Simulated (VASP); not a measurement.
# NaTbBr4 (P4/mmm) in VASP: a series of runs, part 2 of 2

VASP 6.6.1. The steps go on from the part before.

## (4) Single point, PBE

This run uses another cell than the first one, of 30.20 Å³/atom.

File INCAR:

```
SYSTEM = NaTbBr4
PREC = Accurate
ENCUT = 500
EDIFF = 1E-6
ISMEAR = 0
SIGMA = 0.02
LREAL = .FALSE.
LASPH = .TRUE.
NELM = 200
ALGO = Normal
ISIF = 2
LWAVE = .FALSE.
LCHARG = .FALSE.
GGA = PE
NBANDS = 31
GGA_COMPAT = .FALSE.
LMAXMIX = 6
```

File KPOINTS:

```
regular mesh
0
G
  6 6 4
  0 0 0
```

File POSCAR:

```
NaTbBr4
1.0
    4.9812424876      0.0000000000      0.0000000000
    0.0000000000      4.9812424876      0.0000000000
    0.0000000000      0.0000000000      7.3014877325
Na Tb Br
1 1 4
Direct
    0.0000000000      0.0000000000      0.0000000000
    0.5000000000      0.5000000000      0.5000000000
    0.5000000000      0.0000000000      0.7339008138
    0.0000000000      0.5000000000      0.2660991862
    0.5000000000      0.0000000000      0.2660991862
    0.0000000000      0.5000000000      0.7339008138
```

Run with:

```
cat potpaw_PBE.64/Na_pv/POTCAR potpaw_PBE.64/Tb_3/POTCAR potpaw_PBE.64/Br/POTCAR > POTCAR
mpirun -np 1 vasp_std > vasp.out
```

Run time: 80 s. Hardware: 1 thread of Intel Xeon 6975P-C (Granite Rapids), shared host; peak memory 0.34 GiB.

The run converged. Its results:

```yaml
Free_energy: -22.4881 eV
Pressure: -0.1 GPa
Largest_force: 0.007 eV/Å
Band_gap_on_the_k_mesh: 2.37 eV (least direct gap 2.75 eV)
```

Forces on the atoms (eV/Å):
```
Na   0.000  0.000  0.000
Tb   0.000  0.000  0.000
Br   0.000  0.000 -0.007
Br   0.000  0.000  0.007
Br   0.000  0.000  0.007
Br   0.000  0.000 -0.007
```

Levels at points of the mesh, in eV from the valence-band top:
```tsv
k point	band 20	band 21	band 22	band 23	band 24	band 25
(0.00, 0.00, 0.00)	-0.72	-0.72	-0.42	2.37	2.82	3.58
(0.50, 0.00, 0.00)	-1.56	-1.06	-0.76	2.74	3.35	4.12
(0.50, 0.50, 0.00)	-0.57	-0.30	0.00	2.75	2.78	3.84
(0.00, 0.00, 0.50)	-0.81	-0.77	-0.77	2.50	2.83	4.80
(0.50, 0.00, 0.50)	-1.87	-1.69	-1.65	2.82	3.43	3.99
(0.50, 0.50, 0.50)	-0.62	-0.21	-0.09	2.94	3.20	3.66
```

Caveat: spin-orbit coupling is left out, which moves the levels of the heavy elements; the 4f electrons are frozen in the core, so they carry no moment and show no levels. A k mesh can miss the band edges.

## (5) Relaxation of cell and atoms, PBE

File INCAR:

```
SYSTEM = NaTbBr4
PREC = Accurate
ENCUT = 500
EDIFF = 1E-7
ISMEAR = 0
SIGMA = 0.1
LREAL = .FALSE.
LASPH = .TRUE.
NELM = 200
ALGO = Normal
ISIF = 3
LWAVE = .FALSE.
LCHARG = .FALSE.
GGA = PE
IBRION = 2
NSW = 90
EDIFFG = -0.04
GGA_COMPAT = .FALSE.
NELMIN = 4
LMAXMIX = 6
```

File KPOINTS:

```
regular mesh
0
G
  4 4 4
  0 0 0
```

File POSCAR:

```
NaTbBr4
1.0
    4.8725534000      0.0000000000      0.0000000000
    0.0000000000      4.8725534000      0.0000000000
    0.0000000000      0.0000000000      7.0018617400
Na Tb Br
1 1 4
Direct
    0.0000000000      0.0000000000      0.0000000000
    0.5000000000      0.5000000000      0.5000000000
    0.5000000000      0.0000000000      0.7631459800
    0.0000000000      0.5000000000      0.2368540200
    0.5000000000      0.0000000000      0.2368540200
    0.0000000000      0.5000000000      0.7631459800
```

Potentials or basis: VASP PAW PBE potentials, release 64 (Na_pv, Tb_3, Br), 4f in core.

Run with:

```
cat potpaw_PBE.64/Na_pv/POTCAR potpaw_PBE.64/Tb_3/POTCAR potpaw_PBE.64/Br/POTCAR > POTCAR
mpirun -np 1 vasp_std > vasp.out
```

OUTCAR:

```text
SYSTEM = NaTbBr4
   PREC = Accurate
   ENCUT = 500
   EDIFF = 1E-7
   ISMEAR = 0
   LREAL = .FALSE.
   LASPH = .TRUE.
   NELM = 200
   ISIF = 3
   GGA = PE
   IBRION = 2
   NSW = 90
   EDIFFG = -0.04
   NELMIN = 4

 ion  position               nearest neighbor table
   1  0.000  0.000  0.000-
   2  0.500  0.500  0.500-   3 3.05   4 3.05   5 3.05   6 3.05   3 3.05   5 3.05   4 3.05   6 3.05

   3  0.500  0.000  0.763-   2 3.05   2 3.05
   4  0.000  0.500  0.237-   2 3.05   2 3.05
   5  0.500  0.000  0.237-   2 3.05   2 3.05
   6  0.000  0.500  0.763-   2 3.05   2 3.05

  LATTYP: Found a simple tetragonal cell.
 ALAT       =     4.8725534000
 C/A-ratio  =     1.4370005139

[... 188 lines left out ...]
  Direction    XX          YY          ZZ          XY          YZ          ZX
  --------------------------------------------------------------------------------------
  -------------------------------------------------------------------------------------
  Total        2.3719279      2.3719279      0.4956391      0.0000000      0.0000000      0.0000000
  in kB       22.8604788     22.8604788      4.7769355      0.0000000      0.0000000      0.0000000
  external PRESSURE =      16.8326310 kB  Pullay stress =       0.0000000 kB
[... 267 lines left out ...]
--------------------------------------- Ionic step        8  -------------------------------------------

 number of electron      44.0000026 magnetization

 Free energy of the ion-electron system (eV)
  ---------------------------------------------------
  ext. energy  EPLUGINS =         0.00000000
  ---------------------------------------------------
  free energy    TOTEN  =       -22.48490070 eV

  energy without entropy =      -22.48490070  energy(sigma->0) =      -22.48490070

 E-fermi :   1.3964     XC(G=0):  -8.2421

 val. band max:        0.8913294220   @ k =   0.5000   0.5000   0.0000
 cond. band min:       3.2516912912   @ k =   0.0000   0.0000   0.0000
 fundamental gap:      2.3603618692
 Fermi energy:         1.3964008299

 k-point     1 :       0.0000    0.0000    0.0000
  band No.  band energies     occupation
      1     -22.0176      2.00000
      2     -21.9570      2.00000
      3     -21.9570      2.00000
      4     -21.9516      2.00000
      5     -21.9516      2.00000
      6     -21.9399      2.00000
[... 544 lines left out ...]
  FREE ENERGIE OF THE ION-ELECTRON SYSTEM (eV)
  ---------------------------------------------------
  free  energy   TOTEN  =       -22.4849007020 eV

  energy  without entropy=      -22.4849007020  energy(sigma->0) =      -22.48490070

 reached required accuracy - stopping structural energy minimisation
```

OSZICAR:

```text
N       E                     dE             d eps       ncg     rms          rms(c)
DAV:   1     0.355527538225E+03    0.35553E+03   -0.19614E+04   984   0.149E+03
DAV:   2     0.205921029197E+02   -0.33494E+03   -0.32859E+03  1130   0.361E+02
DAV:   3    -0.214397460087E+02   -0.42032E+02   -0.41016E+02  1142   0.112E+02
DAV:   4    -0.227403044944E+02   -0.13006E+01   -0.12982E+01  1110   0.212E+01
[... 87 lines left out ...]
DAV:   3    -0.224850211137E+02    0.83183E-03   -0.17602E-03  1080   0.231E-01    0.749E-02
DAV:   4    -0.224849115988E+02    0.10951E-03   -0.20468E-04  1142   0.888E-02    0.397E-02
DAV:   5    -0.224849015292E+02    0.10070E-04   -0.20858E-05  1414   0.278E-02    0.172E-02
DAV:   6    -0.224849007931E+02    0.73618E-06   -0.13090E-06  1078   0.712E-03    0.293E-03
DAV:   7    -0.224849007020E+02    0.91033E-07   -0.26087E-07   876   0.283E-03
   8 F= -.22484901E+02 E0= -.22484901E+02  d E =-.893933E-03
```

CONTCAR:

```text
NaTbBr4
   1.00000000000000
     4.9778978676236791   -0.0000000000000000    0.0000000000000000
     0.0000000000000000    4.9778978676236791    0.0000000000000000
     0.0000000000000000   -0.0000000000000000    7.2831389087493665
  Na              Tb              Br
     1     1     4
Direct
     1.0000000000000000    1.0000000000000000    0.0000000000000000
     0.5000000000000000    0.5000000000000000    0.5000000000000000
     0.5000000000000000    0.0000000000000000    0.7350089632845125
     1.0000000000000000    0.5000000000000000    0.2649910367154874
     0.5000000000000000    0.0000000000000000    0.2649910367154874
     0.0000000000000000    0.5000000000000000    0.7350089632845125

  0.00000000E+00  0.00000000E+00  0.00000000E+00
  0.00000000E+00  0.00000000E+00  0.00000000E+00
  0.00000000E+00  0.00000000E+00  0.00000000E+00
  0.00000000E+00  0.00000000E+00  0.00000000E+00
  0.00000000E+00  0.00000000E+00  0.00000000E+00
  0.00000000E+00  0.00000000E+00  0.00000000E+00
```

Wall time 4 min (1 thread of Intel Xeon 6975P-C (Granite Rapids), shared host); peak memory 0.31 GiB.

Results:

```
Free energy                           : -22.4849 eV
Relaxed volume                        : 30.08 Å³/atom
Relaxed cell                          : a = 4.978 Å, b = 4.978 Å, c = 7.283 Å, α = 90.00°, β = 90.00°, γ = 90.00°
Space group after relaxing (to 0.1 Å) : P4/mmm (No. 123)
Energy gained by relaxing             : 77.4 meV/atom
Ionic steps                           : 8
Pressure after relaxing               : 0.0 GPa
Largest force after relaxing          : 0.037 eV/Å
Band gap on the k mesh                : 2.36 eV (least direct gap 2.74 eV)
```

Forces in eV/Å, atoms in the order of the input:
```
Na   0.000  0.000  0.000
Tb   0.000  0.000  0.000
Br   0.000  0.000 -0.037
Br   0.000  0.000  0.037
Br   0.000  0.000  0.037
Br   0.000  0.000 -0.037
```

Step by step:
| step | energy change (eV) | largest force (eV/Å) | pressure (GPa) | volume (Å³) |
| --- | --- | --- | --- | --- |
| 1 | 0.0000 | 1.0891 | 1.68 | 166.24 |
| 2 | -0.2437 | 0.7623 | 0.18 | 173.33 |
| 3 | -0.3521 | 0.3717 | -1.26 | 183.09 |
| 4 | -0.4374 | 0.0665 | 0.01 | 178.52 |
| 5 | -0.4431 | 0.0380 | 0.49 | 177.07 |
| 6 | -0.4625 | 0.0315 | 0.17 | 179.14 |
| 7 | -0.4633 | 0.0497 | 0.09 | 179.68 |
| 8 | -0.4642 | 0.0375 | -0.02 | 180.47 |

Final structure:
```
Na Tb Br
1.0
     4.97790    0.00000    0.00000
     0.00000    4.97790    0.00000
     0.00000    0.00000    7.28314
Na Tb Br
1 1 4
Direct
  0.00000 0.00000 0.00000
  0.50000 0.50000 0.50000
  0.50000 0.00000 0.73501
  0.00000 0.50000 0.26499
  0.50000 0.00000 0.26499
  0.00000 0.50000 0.73501
```

Levels at points of the mesh, in eV from the valence-band top:
| k point | band 20 | band 21 | band 22 | band 23 | band 24 | band 25 |
| --- | --- | --- | --- | --- | --- | --- |
| (0.00, 0.00, 0.00) | -0.73 | -0.73 | -0.42 | 2.36 | 2.82 | 3.59 |
| (0.50, 0.00, 0.00) | -1.57 | -1.06 | -0.76 | 2.74 | 3.34 | 4.12 |
| (0.50, 0.50, 0.00) | -0.56 | -0.30 | 0.00 | 2.74 | 2.78 | 3.84 |
| (0.00, 0.00, 0.50) | -0.82 | -0.77 | -0.77 | 2.50 | 2.83 | 4.79 |
| (0.50, 0.00, 0.50) | -1.89 | -1.70 | -1.68 | 2.83 | 3.42 | 3.99 |
| (0.50, 0.50, 0.50) | -0.62 | -0.21 | -0.10 | 2.94 | 3.19 | 3.66 |

Caveat: spin-orbit coupling is left out, which moves the levels of the heavy elements; the 4f electrons are frozen in the core, so they carry no moment and show no levels.

## (6) Overview

| task | cell | k mesh | smearing | gap on the mesh (eV) | pressure (GPa) | largest force (eV/Å) |
| --- | --- | --- | --- | --- | --- | --- |
| single point | a = 4.873, b = 4.873, c = 7.002 Å, 6 atoms, atomic positions A | 4 × 4 × 4 | gaussian 0.1 eV | 2.06 | 1.7 | 1.09 |
| single point | a = 4.979, b = 4.979, c = 7.257 Å, 6 atoms, atomic positions B | 4 × 4 × 4 | gaussian 0.1 eV | 2.36 | 0.0 | 0.04 |
| single point | a = 4.981, b = 4.981, c = 7.301 Å, 6 atoms, atomic positions C | 6 × 6 × 4 | gaussian 0.02 eV | 2.37 | -0.1 | 0.01 |
| relaxation of cell and atoms | relaxed from a = 4.873, b = 4.873, c = 7.002 Å, 6 atoms, atomic positions A | 4 × 4 × 4 | gaussian 0.1 eV | 2.36 | 0.0 | 0.04 |

Alike in all rows: level PBE; potentials or basis VASP PAW PBE potentials, release 64 (Na_pv, Tb_3, Br), 4f in core; no spin polarisation; cutoff (eV) 500.

Caveats: spin-orbit coupling is left out, which moves the levels of the heavy elements; the 4f electrons are frozen in the core, so they carry no moment and show no levels; forces of over 1 eV/Å act on the atoms, so gaps and moduli don't describe the material at rest (at least some runs).

Total energies depend on the potentials used, so only differences within one code and one set of settings carry meaning.
